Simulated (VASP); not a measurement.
# ZrH (P4_2/mmc) in VASP: notebook

Runs on ZrH. Level: PBEsol. Tasks: single point, relaxation of cell and atoms.

Program: VASP 6.6.1. These are calculated values, not measurements. Logs are shortened: lines on timing, memory, paths and dates and some standing lists are left out, and cuts for length are marked.

### Step 1. The cell of the first run

It takes space group P4_2/mmc (No. 131, tetragonal). The conventional cell has a = 3.188 Å, b = 3.188 Å, c = 5.001 Å, α = 90.00°, β = 90.00°, γ = 90.00°. Zr (site symmetry mmm) has 4 H at 2.03 Å within 2.7 Å. H (site symmetry -4m2) has 4 Zr at 2.03 Å and 2 H at 2.50 Å within 2.7 Å.

### Step 2. Single point, PBEsol

INCAR

```
SYSTEM = ZrH
PREC     = Accurate       ! precision mode
ENCUT    = 520            ! plane-wave cutoff, eV
EDIFF    = 1E-7           ! SCF threshold, eV
ISMEAR   = -1             ! smearing method
SIGMA    = 0.08           ! smearing width, eV
LREAL    = .False.        ! projectors in reciprocal space
LASPH    = .True.         ! aspherical terms in the spheres
NELM     = 80             ! most SCF steps
ALGO     = Normal         ! electronic algorithm
ISIF     = 2              ! what is computed and relaxed
LWAVE    = .False.        ! write WAVECAR
LCHARG   = .False.        ! write CHGCAR
GGA      = PS             ! functional
NBANDS   = 21             ! bands
```

KPOINTS

```
regular mesh
0
Gamma
  10 10 8
  0 0 0
```

POSCAR

```
ZrH
1.0
    3.1876724056      0.0000000000      0.0000000000
    0.0000000000      3.1876724056      0.0000000000
    0.0000000000      0.0000000000      5.0006785284
Zr H
2 2
Direct
    0.0000000000      0.5000000000      0.0000000000
    0.5000000000      0.0000000000      0.5000000000
    0.0000000000      0.0000000000      0.7500000000
    0.0000000000      0.0000000000      0.2500000000
```

Potentials or basis: VASP PAW PBE potentials, release 64 (Zr_sv, H).

Launch:

```
$ cat potpaw_PBE.64/Zr_sv/POTCAR potpaw_PBE.64/H/POTCAR > POTCAR
$ mpirun -np 1 vasp_std > vasp.out
```

OUTCAR:

```text
SYSTEM = ZrH
   PREC = Accurate
   ENCUT = 520
   EDIFF = 1E-7
   ISMEAR = -1
   LREAL = .False.
   LASPH = .True.
   NELM = 80
   ISIF = 2
   GGA = PS

 ion  position               nearest neighbor table
   1  0.000  0.500  0.000-   3 2.03   4 2.03   3 2.03   4 2.03   2 3.37   2 3.37   2 3.37   2 3.37
                             2 3.37   2 3.37   2 3.37   2 3.37
   2  0.500  0.000  0.500-   3 2.03   4 2.03   3 2.03   4 2.03   1 3.37   1 3.37   1 3.37   1 3.37
                             1 3.37   1 3.37   1 3.37   1 3.37
   3  0.000  0.000  0.750-   1 2.03   2 2.03   1 2.03   2 2.03
   4  0.000  0.000  0.250-   1 2.03   2 2.03   1 2.03   2 2.03

  LATTYP: Found a simple tetragonal cell.
 ALAT       =     3.1876724056
 C/A-ratio  =     1.5687554717

  Lattice vectors:

 A1 = (   3.1876724056,   0.0000000000,   0.0000000000)
 A2 = (   0.0000000000,   3.1876724056,   0.0000000000)
 A3 = (   0.0000000000,   0.0000000000,   5.0006785284)

Analysis of symmetry for initial positions (statically):
=====================================================================
 Subroutine PRICEL returns:
 Original cell was already a primitive cell.

 Routine SETGRP: Setting up the symmetry group for a
 simple tetragonal supercell.

 Subroutine GETGRP returns: Found 16 space group operations
 (whereof  8 operations were pure point group operations)
 out of a pool of 16 trial point group operations.

The static configuration has the point symmetry D_2h.
 The point group associated with its full space group is D_4h.

Analysis of symmetry for dynamics (positions and initial velocities):
=====================================================================
 Subroutine PRICEL returns:
 Original cell was already a primitive cell.

 Routine SETGRP: Setting up the symmetry group for a
 simple tetragonal supercell.

 Subroutine GETGRP returns: Found 16 space group operations
 (whereof  8 operations were pure point group operations)
 out of a pool of 16 trial point group operations.

The dynamic configuration has the point symmetry D_2h.
 The point group associated with its full space group is D_4h.

 Subroutine INISYM returns: Found 16 space group operations
 (whereof  8 operations are pure point group operations),
 and found     1 'primitive' translations

----------------------------------------------------------------------------------------

                                     Primitive cell

  volume of cell :      50.8132

  direct lattice vectors                    reciprocal lattice vectors
     3.187672406  0.000000000  0.000000000     0.313708522  0.000000000  0.000000000
     0.000000000  3.187672406  0.000000000     0.000000000  0.313708522  0.000000000
     0.000000000  0.000000000  5.000678528     0.000000000  0.000000000  0.199972863

  length of vectors
     3.187672406  3.187672406  5.000678528     0.313708522  0.313708522  0.199972863

  position of ions in fractional coordinates (direct lattice)
     0.000000000  0.500000000  0.000000000
     0.500000000  0.000000000  0.500000000
     0.000000000  0.000000000  0.750000000
     0.000000000  0.000000000  0.250000000

  ion indices of the primitive-cell ions
   primitive index   ion index
                 1           1
                 2           2
                 3           3
                 4           4

----------------------------------------------------------------------------------------

 KPOINTS: regular mesh

Automatic generation of k-mesh.
 Grid dimensions read from file:
 generate k-points for:   10   10    8

 Generating k-lattice:

  Cartesian coordinates                     Fractional coordinates (reciprocal lattice)
     0.031370852  0.000000000  0.000000000     0.100000000  0.000000000  0.000000000
     0.000000000  0.031370852  0.000000000     0.000000000  0.100000000  0.000000000
     0.000000000  0.000000000  0.024996608     0.000000000  0.000000000  0.125000000

  Length of vectors
     0.031370852  0.031370852  0.024996608

  Shift w.r.t. Gamma in fractional coordinates (k-lattice)
     0.000000000  0.000000000  0.000000000

 Subroutine IBZKPT returns following result:
 ===========================================

 Found    105 irreducible k-points:

 Following reciprocal coordinates:
            Coordinates               Weight
  0.000000  0.000000  0.000000      1.000000
  0.100000  0.000000  0.000000      4.000000
  0.200000  0.000000  0.000000      4.000000
  0.300000  0.000000  0.000000      4.000000
  0.400000  0.000000  0.000000      4.000000
  0.500000  0.000000  0.000000      2.000000
[... 16 lines left out ...]
  0.100000  0.000000  0.125000      8.000000
  0.200000  0.000000  0.125000      8.000000
 [... further k-points ...]
   k-points           NKPTS =    105   k-points in BZ     NKDIM =    105   number of bands    NBANDS=     21
   number of dos      NEDOS =    301   number of ions     NIONS =      4
   total plane-waves  NPLWV =  23040
   dimension x,y,z NGX =    24 NGY =   24 NGZ =   40
   dimension x,y,z NGXF=    48 NGYF=   48 NGZF=   80
   ions per type =               2   2
   NGX,Y,Z   is equivalent  to a cutoff of  12.52, 12.52, 13.30 a.u.
   NGXF,Y,Z  is equivalent  to a cutoff of  25.03, 25.03, 26.60 a.u.
 SYSTEM =  ZrH
   PREC   = accura    normal or accurate (medium, high low for compatibility)
   ISTART =      0    job   : 0-new  1-cont  2-samecut
   ICHARG =      2    charge: 1-file 2-atom 10-const
   ISPIN  =      1    spin polarized calculation?
   LNONCOLLINEAR =      F non collinear calculations
   LSORBIT =      F    spin-orbit coupling
   LASPH  =      T    aspherical Exc in radial PAW
   ENCUT  =  520.0 eV  38.22 Ry    6.18 a.u.   5.93  5.93  9.30*2*pi/ulx,y,z
   NELM   =     80;   NELMIN=  2; NELMDL= -5     # of ELM steps
   EDIFF  = 0.1E-06   stopping-criterion for ELM
   LREAL  =      F    real-space projection
   EDIFFG = 0.1E-05   stopping-criterion for IOM
   NSW    =      0    number of steps for IOM
   IBRION =     -1    ionic relax: 0-MD 1-quasi-New 2-CG
   NFREE  =      0    steps in history (QN), initial steepest desc. (CG)
   ISIF   =      2    stress and relaxation
   ISYM   =      2    0-nonsym 1-usesym 2-fastsym
   POTIM  = 0.5000    time-step for ionic-motion
   TEBEG  =    0.0;   TEEND  =   0.0 temperature during run
   PSTRESS=    0.0 pullay stress
   NELECT =      26.0000    total number of electrons
   NUPDOWN=      -1.0000    fix difference up-down
   EMIN   =  10.00;   EMAX   =-10.00  energy-range for DOS
   EFERMI =   0.00;   METHOD = LEGACY
   ISMEAR =    -1;   SIGMA  =   0.08  broadening in eV -4-tet -1-fermi 0-gaus
   EFERMI_NEDOS =   21; number of points for ismear=-14 and -15
   IALGO  =     38    algorithm
   IMIX   =      4    mixing-type and parameters
     AMIX     =   0.40;   BMIX     =  1.00
     AMIX_MAG =   1.60;   BMIX_MAG =  1.00
  volume/ion in A,a.u.               =      12.70        85.73
  Fermi-wavevector in a.u.,A,eV,Ry     =   1.309405  2.474416 23.327737  1.714540
  Thomas-Fermi vector in A             =   2.440006
   LORBIT       =      0    0 simple, 1 ext, 2 COOP (PROOUT), +10 PAW based schemes
   GGA     = PS    functional components
   LHFCALC =     F    Hartree Fock is set to
   AEXX    =    0.0000 exact exchange contribution
   IVDW    =     0    specifies the selected vdW correction
   LEPSILON=     F    determine dielectric tensor
   LRPA    =     F    only Hartree local field effects (RPA)
 non-spin polarized calculation
  energy-cutoff  :      520.00
  volume of cell :       50.81
 maximum number of plane-waves:      1400
 NGX is ok and might be reduce to    24
   NGX = 11   NGY = 11   NGZ = 19

 number of electron      25.9999999 magnetization

 Free energy of the ion-electron system (eV)
  ---------------------------------------------------
  ext. energy  EPLUGINS =         0.00000000
  ---------------------------------------------------
  free energy    TOTEN  =       -26.68190276 eV

  energy without entropy =      -26.63885402  energy(sigma->0) =      -26.66037839

 E-fermi :   8.3320     XC(G=0): -11.2684

 val. band max:        8.3106611238   @ k =   0.5000   0.1000   0.5000
 cond. band min:       8.3341620466   @ k =   0.1000   0.0000   0.1250
 fundamental gap:      0.0235009229
 Fermi energy:         8.3320115920

 k-point     1 :       0.0000    0.0000    0.0000
  band No.  band energies     occupation
      1     -40.3929      2.00000
      2     -40.2807      2.00000
      3     -18.8350      2.00000
      4     -18.2540      2.00000
      5     -18.2540      2.00000
      6     -18.0851      2.00000
[... 13 lines left out ...]
     20      13.2295      0.00000
     21      14.6138      0.00000

 k-point     2 :       0.1000    0.0000    0.0000
  band No.  band energies     occupation
      1     -40.3851      2.00000
      2     -40.2783      2.00000
      3     -18.8102      2.00000
      4     -18.3114      2.00000
      5     -18.2454      2.00000
      6     -18.0961      2.00000
[... 13 lines left out ...]
     20      13.2036      0.00000
     21      15.3276      0.00000

 k-point     3 :       0.2000    0.0000    0.0000
  band No.  band energies     occupation
      1     -40.3641      2.00000
      2     -40.2730      2.00000
      3     -18.7399      2.00000
      4     -18.4603      2.00000
      5     -18.2431      2.00000
      6     -18.2219      2.00000
[... 13 lines left out ...]
     20      13.6796      0.00000
     21      14.9534      0.00000
[... 457 lines left out ...]
 k-point    23 :       0.1000    0.0000    0.1250
  band No.  band energies     occupation
      1     -40.3811      2.00000
      2     -40.2824      2.00000
      3     -18.7871      2.00000
      4     -18.3046      2.00000
      5     -18.2395      2.00000
      6     -18.1452      2.00000
[... 13 lines left out ...]
     20      13.1221      0.00000
     21      15.1052      0.00000

 k-point    24 :       0.2000    0.0000    0.1250
  band No.  band energies     occupation
      1     -40.3607      2.00000
      2     -40.2765      2.00000
      3     -18.7320      2.00000
      4     -18.4464      2.00000
      5     -18.2736      2.00000
      6     -18.2171      2.00000
[... 13 lines left out ...]
     20      13.2986      0.00000
     21      15.3832      0.00000

 [... further k-points ...]
[... 5 lines left out ...]
  --------------------------------------------------------------------------------------
  -------------------------------------------------------------------------------------
  Total        0.0116420      0.0116420      0.0212560     -0.0000000      0.0000000      0.0000000
  in kB        0.3670820      0.3670820      0.6702190     -0.0000000      0.0000000      0.0000000
  external PRESSURE =       0.4681277 kB  Pullay stress =       0.0000000 kB

 VOLUME and BASIS-vectors are now :
 -----------------------------------------------------------------------------
  energy-cutoff  :      520.00
  volume of cell :       50.81
      direct lattice vectors                 reciprocal lattice vectors
     3.187672406  0.000000000  0.000000000     0.313708522  0.000000000  0.000000000
     0.000000000  3.187672406  0.000000000     0.000000000  0.313708522  0.000000000
     0.000000000  0.000000000  5.000678528     0.000000000  0.000000000  0.199972863

 POSITION                                       TOTAL-FORCE (eV/Angst)
 -----------------------------------------------------------------------------------
      0.00000      1.59384      0.00000        -0.000000      0.000000     -0.000000
      1.59384      0.00000      2.50034        -0.000000      0.000000     -0.000000
      0.00000      0.00000      3.75051        -0.000000      0.000000      0.000000
      0.00000      0.00000      1.25017         0.000000      0.000000     -0.000000
 -----------------------------------------------------------------------------------
    total drift:                                0.000000      0.000000     -0.000000

  FREE ENERGIE OF THE ION-ELECTRON SYSTEM (eV)
  ---------------------------------------------------
  free  energy   TOTEN  =       -26.6819027626 eV

  energy  without entropy=      -26.6388540190  energy(sigma->0) =      -26.66037839
```

Wall time 39 s (1 thread of AMD EPYC 9R45 (Zen 5), shared host); peak memory 0.2 GiB.

Results:

- Free energy: -26.6819 eV
- Pressure: 0.0 GPa
- Band gap on the k mesh: zero (band 13 reaches 8.57 eV, above the bottom of band 14 at 7.70 eV)

Levels at points of the mesh, in eV from the Fermi level:
```csv
k point,band 10,band 11,band 12,band 13,band 14,band 15,band 16,band 17
"(0.00, 0.00, 0.00)",-3.51,-3.07,-2.87,-0.07,0.82,0.82,2.13,3.66
"(0.50, 0.00, 0.00)",-5.49,-1.89,-0.83,-0.56,-0.25,1.81,2.05,2.44
"(0.50, 0.50, 0.00)",-3.70,-2.97,-2.97,-1.90,3.11,3.96,4.42,4.42
"(0.00, 0.00, 0.50)",-6.72,-1.77,-1.77,-0.11,-0.11,1.95,1.95,2.54
"(0.50, 0.00, 0.50)",-3.91,-2.81,-0.26,0.17,0.63,0.77,1.27,4.12
"(0.50, 0.50, 0.50)",-5.43,-2.06,-2.06,-0.28,-0.28,1.60,1.60,5.49
```

Caveat: the PAW data sets were made with another functional, which shifts forces and pressure a little.

(Continued in part 2 of 2.)
